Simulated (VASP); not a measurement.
# C (P6_3/mmc) in VASP: a series of runs

Runs on C. Level: revPBE+D4. Tasks: single point.

The COD entry that gives the cell may itself be a prediction, so a difference from it is no test against experiment.

Program: VASP 6.6.1. These are calculated values, not measurements. Logs are shortened: lines on timing, memory, paths and dates and some standing lists are left out, and cuts for length are marked.

## 1. The cell of the first run

Symmetry: P6_3/mmc, No. 194, hexagonal system. The conventional cell has a = 2.522 Å, b = 2.522 Å, c = 8.237 Å, α = 90.00°, β = 90.00°, γ = 120.00°. Within 2.1 Å of C (site symmetry 3m) lie 4 C at 1.54 Å. Within 2.1 Å of C (site symmetry 3m) lie 4 C at 1.54 Å.

## 2. Single point, revPBE+D4

INCAR

```
ALGO = Normal ; EDIFF = 1E-6
ENCUT = 520 ; GGA = RE
ISIF = 2 ; ISMEAR = -1
IVDW = 13 ; LASPH = True
LCHARG = False ; LREAL = False
LWAVE = False ; NBANDS = 26
NELM = 80 ; PREC = Accurate
SIGMA = 0.05
```

KPOINTS

```
k-points
0
Gamma
  12 12 4
```

POSCAR

```
C
1.0
    2.5221000000      0.0000000000      0.0000000000
   -1.2610500000      2.1842026709      0.0000000000
    0.0000000000      0.0000000000      8.2371000000
C
8
Direct
    0.6666666667      0.3333333333      0.8437500000
    0.3333333333      0.6666666667      0.3437500000
    0.6666666667      0.3333333333      0.6562500000
    0.3333333333      0.6666666667      0.1562500000
    0.0000000000      0.0000000000      0.9062500000
    0.0000000000      0.0000000000      0.4062500000
    0.0000000000      0.0000000000      0.5937500000
    0.0000000000      0.0000000000      0.0937500000
```

Potentials or basis: VASP PAW PBE potentials, release 64 (C).

Launch:

```console
$ cat potpaw_PBE.64/C/POTCAR > POTCAR
$ mpirun -np 1 vasp_std > vasp.out
```

OUTCAR:

```text
EDIFF = 1E-6
   ENCUT = 520
   GGA = RE
   ISIF = 2
   ISMEAR = -1
   IVDW = 13
   LASPH = True
   LREAL = False
   NELM = 80
   PREC = Accurate

 ion  position               nearest neighbor table
   1  0.667  0.333  0.844-   3 1.54   5 1.54   5 1.54   5 1.54
   2  0.333  0.667  0.344-   4 1.54   6 1.54   6 1.54   6 1.54
   3  0.667  0.333  0.656-   1 1.54   7 1.54   7 1.54   7 1.54
   4  0.333  0.667  0.156-   2 1.54   8 1.54   8 1.54   8 1.54
   5  0.000  0.000  0.906-   8 1.54   1 1.54   1 1.54   1 1.54
   6  0.000  0.000  0.406-   7 1.54   2 1.54   2 1.54   2 1.54
   7  0.000  0.000  0.594-   6 1.54   3 1.54   3 1.54   3 1.54
   8  0.000  0.000  0.094-   5 1.54   4 1.54   4 1.54   4 1.54

  LATTYP: Found a hexagonal cell.
 ALAT       =     2.5221000000
 C/A-ratio  =     3.2659688355

  Lattice vectors:

 A1 = (   2.5221000000,   0.0000000000,   0.0000000000)
 A2 = (  -1.2610500000,   2.1842026709,   0.0000000000)
 A3 = (   0.0000000000,   0.0000000000,   8.2371000000)

Analysis of symmetry for initial positions (statically):
=====================================================================
 Subroutine PRICEL returns:
 Original cell was already a primitive cell.

 Routine SETGRP: Setting up the symmetry group for a
 hexagonal supercell.

 Subroutine GETGRP returns: Found 24 space group operations
 (whereof 12 operations were pure point group operations)
 out of a pool of 24 trial point group operations.

The static configuration has the point symmetry D_3d.
 The point group associated with its full space group is D_6h.

Analysis of symmetry for dynamics (positions and initial velocities):
=====================================================================
 Subroutine PRICEL returns:
 Original cell was already a primitive cell.

 Routine SETGRP: Setting up the symmetry group for a
 hexagonal supercell.

 Subroutine GETGRP returns: Found 24 space group operations
 (whereof 12 operations were pure point group operations)
 out of a pool of 24 trial point group operations.

The dynamic configuration has the point symmetry D_3d.
 The point group associated with its full space group is D_6h.

 Subroutine INISYM returns: Found 24 space group operations
 (whereof 12 operations are pure point group operations),
 and found     1 'primitive' translations

----------------------------------------------------------------------------------------

                                     Primitive cell

  volume of cell :      45.3764

[... 108 lines left out ...]
   POTIM  = 0.5000    time-step for ionic-motion
   TEBEG  =    0.0;   TEEND  =   0.0 temperature during run
   PSTRESS=    0.0 pullay stress
   NELECT =      32.0000    total number of electrons
   NUPDOWN=      -1.0000    fix difference up-down
   EMIN   =  10.00;   EMAX   =-10.00  energy-range for DOS
   EFERMI =   0.00;   METHOD = LEGACY
   ISMEAR =    -1;   SIGMA  =   0.05  broadening in eV -4-tet -1-fermi 0-gaus
   EFERMI_NEDOS =   21; number of points for ismear=-14 and -15
   IALGO  =     38    algorithm
   IMIX   =      4    mixing-type and parameters
     AMIX     =   0.40;   BMIX     =  1.00
     AMIX_MAG =   1.60;   BMIX_MAG =  1.00
  volume/ion in A,a.u.               =       5.67        38.28
  Fermi-wavevector in a.u.,A,eV,Ry     =   1.457186  2.753682 28.890486  2.123391
  Thomas-Fermi vector in A             =   2.574017
   LORBIT       =      0    0 simple, 1 ext, 2 COOP (PROOUT), +10 PAW based schemes
   GGA     = RE    functional components
   LHFCALC =     F    Hartree Fock is set to
   AEXX    =    0.0000 exact exchange contribution
   IVDW    =    13    specifies the selected vdW correction
   LEPSILON=     F    determine dielectric tensor
   LRPA    =     F    only Hartree local field effects (RPA)
 non-spin polarized calculation
  energy-cutoff  :      520.00
  volume of cell :       45.38
 maximum number of plane-waves:      1242
 NGX is ok and might be reduce to    20
   NGX =  9   NGY =  9   NGZ = 31

 number of electron      31.9999995 magnetization

 Free energy of the ion-electron system (eV)
  ---------------------------------------------------
  ext. energy  EPLUGINS =         0.00000000
  ---------------------------------------------------
  free energy    TOTEN  =       -69.41115034 eV

  energy without entropy =      -69.41115034  energy(sigma->0) =      -69.41115034

 E-fermi :  10.9728     XC(G=0): -13.1883

 val. band max:        9.9612281887   @ k =   0.0000   0.0000   0.0000
 cond. band min:      14.3667493708   @ k =   0.4167   0.0000   0.0000
 fundamental gap:      4.4055211820
 Fermi energy:        10.9728033721

 k-point     1 :       0.0000    0.0000    0.0000
  band No.  band energies     occupation
      1     -11.7300      2.00000
      2     -10.0344      2.00000
      3      -9.9840      2.00000
      4      -5.9301      2.00000
      5      -3.5920      2.00000
      6       3.1955      2.00000
[... 685 lines left out ...]
     25      20.4285      0.00000
     26      22.3325      0.00000

 [... further k-points ...]

------------------------ aborting loop because EDIFF is reached ----------------------------------------

  DFT-D4 for vdW energy calculation

  Edisp (eV):   -3.99149

  FORCE on cell =-STRESS in cart. coord.  units (eV):
  Direction    XX          YY          ZZ          XY          YZ          ZX
  --------------------------------------------------------------------------------------
  -------------------------------------------------------------------------------------
  Total      -2.70734    -2.70734     0.78864     0.00000    -0.00000     0.00000
  in kB     -95.59253   -95.59253    27.84578     0.00000    -0.00000     0.00000
  external pressure =      -54.45 kB  Pullay stress =        0.00 kB

 VOLUME and BASIS-vectors are now :
 -----------------------------------------------------------------------------
  energy-cutoff  :      520.00
  volume of cell :       45.38
      direct lattice vectors                 reciprocal lattice vectors
     2.522100000  0.000000000  0.000000000     0.396494984  0.228916486  0.000000000
    -1.261050000  2.184202671  0.000000000     0.000000000  0.457832972  0.000000000
     0.000000000  0.000000000  8.237100000     0.000000000  0.000000000  0.121401950

 POSITION                                       TOTAL-FORCE (eV/Angst)
 -----------------------------------------------------------------------------------
      1.26105      0.72807      6.95005         0.000000     -0.000000      0.321192
     -0.00000      1.45614      2.83150        -0.000000      0.000000      0.321192
      1.26105      0.72807      5.40560         0.000000      0.000000     -0.321192
     -0.00000      1.45614      1.28705         0.000000      0.000000     -0.321192
      0.00000      0.00000      7.46487         0.000000      0.000000      0.328073
      0.00000      0.00000      3.34632        -0.000000      0.000000      0.328073
      0.00000      0.00000      4.89078         0.000000     -0.000000     -0.328073
      0.00000      0.00000      0.77223        -0.000000     -0.000000     -0.328073
 -----------------------------------------------------------------------------------
    total drift:                               -0.000000      0.000000      0.000000

  FREE ENERGIE OF THE ION-ELECTRON SYSTEM (eV)
  ---------------------------------------------------
  free  energy   TOTEN  =       -73.4026410580 eV

  energy  without entropy=      -73.4026410580  energy(sigma->0) =      -73.40264106
```

OSZICAR:

```text
N       E                     dE             d eps       ncg     rms          rms(c)
DAV:   1     0.645604962016E+02    0.64560E+02   -0.16566E+04  2964   0.120E+03
DAV:   2    -0.669239886680E+02   -0.13148E+03   -0.12369E+03  3894   0.227E+02
DAV:   3    -0.716900272678E+02   -0.47660E+01   -0.47295E+01  4062   0.380E+01
DAV:   4    -0.717321806660E+02   -0.42153E-01   -0.42092E-01  3808   0.395E+00
DAV:   5    -0.717328819006E+02   -0.70123E-03   -0.70080E-03  3982   0.470E-01    0.113E+01
DAV:   6    -0.699833395820E+02    0.17495E+01   -0.10953E+00  3468   0.562E+00    0.683E+00
DAV:   7    -0.694053874905E+02    0.57795E+00   -0.13818E+00  3542   0.659E+00    0.135E+00
DAV:   8    -0.694107388848E+02   -0.53514E-02   -0.35584E-02  3806   0.101E+00    0.103E-01
DAV:   9    -0.694110381693E+02   -0.29928E-03   -0.75283E-04  3902   0.173E-01    0.387E-02
DAV:  10    -0.694111469538E+02   -0.10878E-03   -0.12364E-04  3598   0.775E-02    0.121E-02
DAV:  11    -0.694111498776E+02   -0.29239E-05   -0.53853E-06  3802   0.157E-02    0.325E-03
DAV:  12    -0.694111503444E+02   -0.46678E-06   -0.18371E-07  2564   0.298E-03
   1 F= -.73402641E+02 E0= -.73402641E+02  d E =-.129199E-10
```

stdout:

```text
POSCAR found type information on POSCAR C
 POSCAR found :  1 types and       8 ions
 scaLAPACK will be used
 -----------------------------------------------------------------------------
|                                                                             |
|                                                                             |
|     You enforced a specific xc type in the INCAR file but a different       |
|     I HOPE YOU KNOW WHAT YOU ARE DOING!                                     |
|                                                                             |
 -----------------------------------------------------------------------------

 LDA part: xc-table for (Slater+PW92), standard interpolation
 POSCAR, INCAR and KPOINTS ok, starting setup
 FFT: planning ... GRIDC
 FFT: planning ... GRID_SOFT
 FFT: planning ... GRID
 WAVECAR not read
 entering main loop
```

Run time: 28 s. Hardware: 1 thread of Intel Xeon 6975P-C (Granite Rapids), shared host; peak memory 0.18 GiB.

What came out:

- Free energy: -73.4026 eV
- Pressure: -5.4 GPa
- Largest force: 0.328 eV/Å
- Band gap on the k mesh: 4.41 eV, indirect (least direct gap 5.18 eV)
- Dispersion energy per atom: -0.499 eV

Forces on the atoms (eV/Å):
```
C    0.000  0.000  0.321
C    0.000  0.000  0.321
C    0.000  0.000 -0.321
C    0.000  0.000 -0.321
C    0.000  0.000  0.328
C    0.000  0.000  0.328
C    0.000  0.000 -0.328
C    0.000  0.000 -0.328
```

Caveat: the PAW data sets were made with another functional, which shifts forces and pressure a little. A k mesh can miss the band edges.

## 3. Single point, revPBE+D4

This run uses another cell than the first one, of 5.79 Å³/atom, 1.020 times its volume.

INCAR is that of step 2.

KPOINTS is that of step 2.

POSCAR, as its differences from that of step 2:

```diff
@@ -2,5 +2,5 @@
 1.0
-    2.5221000000      0.0000000000      0.0000000000
-   -1.2610500000      2.1842026709      0.0000000000
-    0.0000000000      0.0000000000      8.2371000000
+    2.5388031358      0.0000000000      0.0000000000
+   -1.2694015679      2.1986680108      0.0000000000
+    0.0000000000      0.0000000000      8.2916519209
 C
```

Potentials or basis: VASP PAW PBE potentials, release 64 (C).

Launch:

```console
$ cat potpaw_PBE.64/C/POTCAR > POTCAR
$ mpirun -np 1 vasp_std > vasp.out
```

Run time: 28 s. Hardware: 1 thread of Intel Xeon 6975P-C (Granite Rapids), shared host; peak memory 0.18 GiB.

It converged, with:

```yaml
Free_energy: -73.3497 eV
Pressure: -13.6 GPa
Largest_force: 0.316 eV/Å
Band_gap_on_the_k_mesh: 4.36 eV, indirect (least direct gap 5.14 eV)
Dispersion_energy_per_atom: -0.490 eV
```

Forces in eV/Å, atoms in the order of the input:
```
C    0.000  0.000  0.311
C    0.000  0.000  0.311
C    0.000  0.000 -0.311
C    0.000  0.000 -0.311
C    0.000  0.000  0.316
C    0.000  0.000  0.316
C    0.000  0.000 -0.316
C    0.000  0.000 -0.316
```

Stress tensor (GPa, compression positive):
```
-17.55   0.00   0.00
  0.00 -17.55   0.00
  0.00   0.00  -5.83
```

Levels at points of the mesh, in eV from the valence-band top:
```
           k point  band 13  band 14  band 15  band 16  band 17  band 18  band 19  band 20
(0.00, 0.00, 0.00)    -1.71    -0.22     0.00     0.00     5.14     5.14     5.66     6.94
(0.50, 0.00, 0.00)    -4.92    -4.48    -3.64    -2.88     4.41     5.52     5.81     5.96
(0.00, 0.00, 0.50)    -0.66    -0.66    -0.66    -0.66     5.92     5.92     5.92     5.92
(0.50, 0.00, 0.50)    -4.65    -4.65    -3.60    -3.60     4.77     4.77     7.05     7.05
```

Caveat: the PAW data sets were made with another functional, which shifts forces and pressure a little. As with any semilocal functional, this revPBE gap is likely too small.

(Continued in part 2 of 2.)
